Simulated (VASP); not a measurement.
# FeB7O12 (a cell with a defect) in VASP: a series of runs

The runs below take FeB7O12 (a cell with a defect) through single point, with r2SCAN+U.

All numbers are computed with VASP 6.6.1; they aren't measurements. Logs are shortened: lines on timing, memory, paths and dates and some standing lists are left out, and cuts for length are marked.

## Step 1: The cell of the first run

The cell holds a defect, 20 atoms: a = 7.803 Å, b = 4.613 Å, c = 4.129 Å, α = 90.00°, β = 90.00°, γ = 90.00°.

## Step 2: Single point, r2SCAN+U, collinear spin, ferromagnetic start

Contents of POSCAR:

```
FeB7O12
1.0
    7.8030000000      0.0000000000      0.0000000000
    0.0000000000      4.6130000000      0.0000000000
    0.0000000000      0.0000000000      4.1290000000
O B Fe
12 7 1
Direct
    0.5000000000      0.2525000000      0.5000000000
    0.5000000000      0.7475000000      0.0000000000
    0.7911000000      0.1302000000      0.5802000000
    0.2089000000      0.8698000000      0.0802000000
    0.7911000000      0.8698000000      0.0802000000
    0.2089000000      0.1302000000      0.5802000000
    0.0000000000      0.7525000000      0.5000000000
    0.0000000000      0.2475000000      0.0000000000
    0.2911000000      0.6302000000      0.5802000000
    0.7089000000      0.3698000000      0.0802000000
    0.2911000000      0.3698000000      0.0802000000
    0.7089000000      0.6302000000      0.5802000000
    0.1646000000      0.8394000000      0.4335000000
    0.8354000000      0.1606000000      0.9335000000
    0.1646000000      0.1606000000      0.9335000000
    0.8354000000      0.8394000000      0.4335000000
    0.3354000000      0.6606000000      0.9335000000
    0.6646000000      0.6606000000      0.9335000000
    0.3354000000      0.3394000000      0.4335000000
    0.6646000000      0.3394000000      0.4335000000
```

Contents of INCAR.step1:

```
SYSTEM = FeB7O12
ALGO = Normal
EDIFF = 1E-4
ENCUT = 520
GGA = PE
ISMEAR = -1
ISPIN = 2
LASPH = .True.
LCHARG = .False.
LDAU = .True.
LDAUJ = 0 0 0
LDAUL = -1 -1 2
LDAUTYPE = 2
LDAUU = 0 0 2.8
LMAXMIX = 4
LREAL = Auto
LWAVE = .True.
MAGMOM = 0 0 0 0 0 0 0 0 0 0 0 0 0 0 0 0 0 0 0 4
NBANDS = 70
NELM = 150
PREC = Accurate
SIGMA = 0.02
```

Contents of INCAR.step2:

```
SYSTEM = FeB7O12
ALGO = Normal
EDIFF = 1E-7
ENCUT = 520
ISIF = 2
ISMEAR = -1
ISPIN = 2
ISTART = 1
LASPH = .True.
LCHARG = .False.
LDAU = .True.
LDAUJ = 0 0 0
LDAUL = -1 -1 2
LDAUPRINT = 1
LDAUTYPE = 2
LDAUU = 0 0 2.8
LMAXMIX = 4
LMIXTAU = .True.
LORBIT = 11
LREAL = Auto
LWAVE = .False.
MAGMOM = 0 0 0 0 0 0 0 0 0 0 0 0 0 0 0 0 0 0 0 4
METAGGA = R2SCAN
NBANDS = 70
NELM = 150
PREC = Accurate
SIGMA = 0.02
```

Contents of KPOINTS:

```
k-points
0
Gamma
  1 2 2
  0 0 0
```

Potentials or basis: VASP PAW PBE potentials, release 64 (O, B, Fe).

Run with:

```console
cat potpaw_PBE.64/O/POTCAR potpaw_PBE.64/B/POTCAR potpaw_PBE.64/Fe/POTCAR > POTCAR
cp INCAR.step1 INCAR
mpirun -np 1 vasp_std > vasp.out
cp INCAR.step2 INCAR
mpirun -np 1 vasp_std > vasp.out
```

OUTCAR:

```text
SYSTEM = FeB7O12
   EDIFF = 1E-7
   ENCUT = 520
   ISIF = 2
   ISMEAR = -1
   ISPIN = 2
   ISTART = 1
   LASPH = .True.
   LORBIT = 11
   LREAL = Auto
   METAGGA = R2SCAN
   NELM = 150
   PREC = Accurate

 ion  position               nearest neighbor table
   1  0.500  0.252  0.500-  19 1.37  20 1.37
   2  0.500  0.748  0.000-  17 1.37  18 1.37
   3  0.791  0.130  0.580-  14 1.51  20 1.51  16 1.51
   4  0.209  0.870  0.080-  13 1.51  17 1.51  15 1.51
   5  0.791  0.870  0.080-  16 1.51  18 1.51  14 1.51
   6  0.209  0.130  0.580-  15 1.51  19 1.51  13 1.51
   7  0.000  0.752  0.500-  13 1.37  16 1.37
   8  0.000  0.248  0.000-  14 1.37  15 1.37
   9  0.291  0.630  0.580-  17 1.51  13 1.51  19 1.51
  10  0.709  0.370  0.080-  20 1.51  14 1.51  18 1.51
  11  0.291  0.370  0.080-  19 1.51  15 1.51  17 1.51
  12  0.709  0.630  0.580-  18 1.51  16 1.51  20 1.51
  13  0.165  0.839  0.434-   7 1.37   4 1.51   9 1.51   6 1.51
  14  0.835  0.161  0.934-   8 1.37   3 1.51  10 1.51   5 1.51  20 2.59  20 2.59
  15  0.165  0.161  0.934-   8 1.37   6 1.51  11 1.51   4 1.51
  16  0.835  0.839  0.434-   7 1.37   5 1.51  12 1.51   3 1.51
  17  0.335  0.661  0.934-   2 1.37   9 1.51   4 1.51  11 1.51
  18  0.665  0.661  0.934-   2 1.37  12 1.51   5 1.51  10 1.51  20 2.54  20 2.54
  19  0.335  0.339  0.434-   1 1.37  11 1.51   6 1.51   9 1.51  20 2.57
  20  0.665  0.339  0.434-   1 1.37  10 1.51   3 1.51  12 1.51  18 2.54  18 2.54  19 2.57  14 2.59
                            14 2.59

  LATTYP: Found a simple orthorhombic cell.
 ALAT       =     4.1290000000
 B/A-ratio  =     1.1172196658
 C/A-ratio  =     1.8898038266

  Lattice vectors:

 A1 = (   0.0000000000,   0.0000000000,  -4.1290000000)
 A2 = (   0.0000000000,   4.6130000000,   0.0000000000)
 A3 = (   7.8030000000,   0.0000000000,   0.0000000000)

Analysis of symmetry for initial positions (statically):
=====================================================================
 Subroutine PRICEL returns:
 Original cell was already a primitive cell.

 Routine SETGRP: Setting up the symmetry group for a
 simple orthorhombic supercell.

 Subroutine GETGRP returns: Found  1 space group operations
 (whereof  1 operations were pure point group operations)
 out of a pool of  8 trial point group operations.

The static configuration has the point symmetry C_1 .

Analysis of symmetry for dynamics (positions and initial velocities):
=====================================================================
 Subroutine PRICEL returns:
 Original cell was already a primitive cell.

 Routine SETGRP: Setting up the symmetry group for a
 simple orthorhombic supercell.

 Subroutine GETGRP returns: Found  1 space group operations
[... 213 lines left out ...]
  free energy    TOTEN  =      -170.24363793 eV

  energy without entropy =     -170.24363793  energy(sigma->0) =     -170.24363793

 E-fermi :   7.1435     XC(G=0): -12.0589

 val. band max:        6.5974948799   @ k =   0.0000   0.0000   0.5000
 cond. band min:       8.5089769183   @ k =   0.0000   0.0000   0.5000
 fundamental gap:      1.9114820383
 Fermi energy:         7.1434683389

 spin component 1

 k-point     1 :       0.0000    0.0000    0.0000
  band No.  band energies     occupation
      1     -20.3855      1.00000
      2     -19.9019      1.00000
      3     -17.9930      1.00000
      4     -17.8122      1.00000
      5     -17.5682      1.00000
      6     -17.3891      1.00000
[... 249 lines left out ...]
     61      14.6548      0.00000
     62      15.0672      0.00000
 Fermi energy:         7.1434683389

 spin component 2

 k-point     1 :       0.0000    0.0000    0.0000
  band No.  band energies     occupation
      1     -20.3199      1.00000
      2     -19.6801      1.00000
      3     -17.7696      1.00000
      4     -17.4378      1.00000
      5     -17.3313      1.00000
      6     -17.1613      1.00000
[... 249 lines left out ...]
     61      14.8492      0.00000
     62      15.3773      0.00000
 [bands above 62 left out]

------------------------ aborting loop because EDIFF is reached ----------------------------------------

  FORCE on cell =-STRESS in cart. coord.  units (eV):
  Direction    XX          YY          ZZ          XY          YZ          ZX
  --------------------------------------------------------------------------------------
  -------------------------------------------------------------------------------------
  Total       60.9824039     42.0221028     43.1330425      6.4819159     -2.7339646     -4.1032458
  in kB      657.3931553    453.0002266    464.9762075     69.8753549    -29.4722658    -44.2331807
  external PRESSURE =     525.1231965 kB  Pullay stress =       0.0000000 kB

 VOLUME and BASIS-vectors are now :
 -----------------------------------------------------------------------------
  energy-cutoff  :      520.00
  volume of cell :      148.62
      direct lattice vectors                 reciprocal lattice vectors
     7.803000000  0.000000000  0.000000000     0.128155837  0.000000000  0.000000000
     0.000000000  4.613000000  0.000000000     0.000000000  0.216778669  0.000000000
     0.000000000  0.000000000  4.129000000     0.000000000  0.000000000  0.242189392

 POSITION                                       TOTAL-FORCE (eV/Angst)
 -----------------------------------------------------------------------------------
      3.90150      1.16478      2.06450       -30.142240     -8.352241      5.824354
      3.90150      3.44822      0.00000        -0.022952      0.019993      0.085112
      6.17295      0.60061      2.39565        12.476876    -12.280670      8.030406
      1.63005      4.01239      0.33115        -0.045105     -0.000141      0.175701
      6.17295      4.01239      0.33115         0.057773     -0.041751      0.529167
      1.63005      0.60061      2.39565        -0.598889     -0.172171      0.303531
[... 12 lines left out ...]
      2.61713      1.56565      1.78992        -0.772537     -0.520272      0.215301
      5.18587      1.56565      1.78992         9.002366      2.549839     -3.076081
 -----------------------------------------------------------------------------------
    total drift:                               -0.003245     -0.001574      0.027863

  FREE ENERGIE OF THE ION-ELECTRON SYSTEM (eV)
  ---------------------------------------------------
  free  energy   TOTEN  =      -170.2436379318 eV

  energy  without entropy=     -170.2436379318  energy(sigma->0) =     -170.24363793

 total charge

# of ion       s       p       d       tot
------------------------------------------
    1        1.606   3.829   0.000   5.435
    2        1.558   3.777   0.000   5.335
    3        1.584   3.811   0.000   5.395
    4        1.551   3.748   0.000   5.299
    5        1.552   3.747   0.000   5.299
    6        1.552   3.748   0.000   5.299
[... 12 lines left out ...]
   19        0.665   1.325   0.000   1.989
   20        0.969   1.904   7.970  10.843
--------------------------------------------------
tot         24.372  56.451   7.970  88.793

 magnetization (x)

# of ion       s       p       d       tot
------------------------------------------
    1        0.017   0.204   0.000   0.221
    2        0.001   0.004   0.000   0.005
    3        0.016   0.120   0.000   0.135
    4        0.000   0.000   0.000   0.000
    5        0.002   0.009   0.000   0.011
    6        0.002   0.010   0.000   0.012
[... 12 lines left out ...]
   19        0.015   0.040   0.000   0.055
   20        0.026   0.288   3.724   4.038
--------------------------------------------------
tot          0.139   1.027   3.724   4.891
```

OUTCAR.step1:

```text
SYSTEM = FeB7O12
   EDIFF = 1E-4
   ENCUT = 520
   GGA = PE
   ISMEAR = -1
   ISPIN = 2
   LASPH = .True.
   LREAL = Auto
[... 803 lines left out ...]
      1.63005      0.60061      2.39565        -0.605976     -0.153843      0.267108
[... 12 lines left out ...]
      2.61713      1.56565      1.78992        -0.878548     -0.438652      0.183137
      5.18587      1.56565      1.78992         8.808700      2.535190     -3.105817
 -----------------------------------------------------------------------------------
    total drift:                               -0.010303     -0.007677      0.029730

  FREE ENERGIE OF THE ION-ELECTRON SYSTEM (eV)
  ---------------------------------------------------
  free  energy   TOTEN  =      -142.9217106863 eV

  energy  without entropy=     -142.9217106807  energy(sigma->0) =     -142.92171068
```

Run time: 3.2 min. Hardware: 1 thread of Intel Xeon 6975P-C (Granite Rapids), shared host; peak memory 0.36 GiB.

Results:

```yaml
Free_energy: -170.2436 eV
Pressure: 52.5 GPa
Largest_force: 31.816 eV/Å
Band_gap_on_the_k_mesh: 1.91 eV
Net_moment: 5.00 μB per cell
Site_moments: O +0.22, +0.01, +0.14, +0.00, +0.13 (each value once); B +0.00, +0.04, +0.03, +0.06 (each value once); Fe +4.04 μB
Valence_electrons_inside_the_program's_atomic_spheres: O 5.43, 5.33, 5.39, 5.30, 5.40 (each value once); B 1.97, 1.98, 1.99 (each value once); Fe 10.84
```

Forces in eV/Å, atoms in the order of the input:
```
O   -30.142  -8.352   5.824
O    -0.023   0.020   0.085
O    12.477 -12.281   8.030
O    -0.045   0.000   0.176
O     0.058  -0.042   0.529
O    -0.599  -0.172   0.304
O     0.236  -0.234  -0.101
O     0.063   0.076   0.180
O     0.288  -0.035   0.247
O     4.246   1.907 -18.544
O     0.286   0.093   0.190
O     4.211  16.747   7.674
B     0.005   0.166  -0.173
B     0.233  -0.346  -0.895
B     0.068  -0.143  -0.335
B     0.044   0.383   0.687
B    -0.474  -0.095  -0.254
B     0.840   0.277  -0.765
B    -0.773  -0.520   0.215
Fe    9.002   2.550  -3.076
```

Stress tensor (GPa, compression positive):
```
65.74  6.99 -4.42
 6.99 45.30 -2.95
-4.42 -2.95 46.50
```

Eigenvalues of the final occupation matrices:
| site | spin | trace | eigenvalues |
| --- | --- | --- | --- |
| site 20 d | 1 | 5.93 | 1.05 1.06 1.25 1.26 1.32 |
| site 20 d | 2 | 2.19 | 0.21 0.24 0.53 0.55 0.66 |

Caveat: the k points lie up to 0.81 Å⁻¹ apart, too coarse for converged energies, forces and pressures; atoms lie so close that the PAW spheres overlap strongly, which falsifies energies and pressures; the PAW data sets were made with another functional, which shifts forces and pressure a little. The state reached can hang on the start; a lower one may exist.

[end of part 1 of 2]
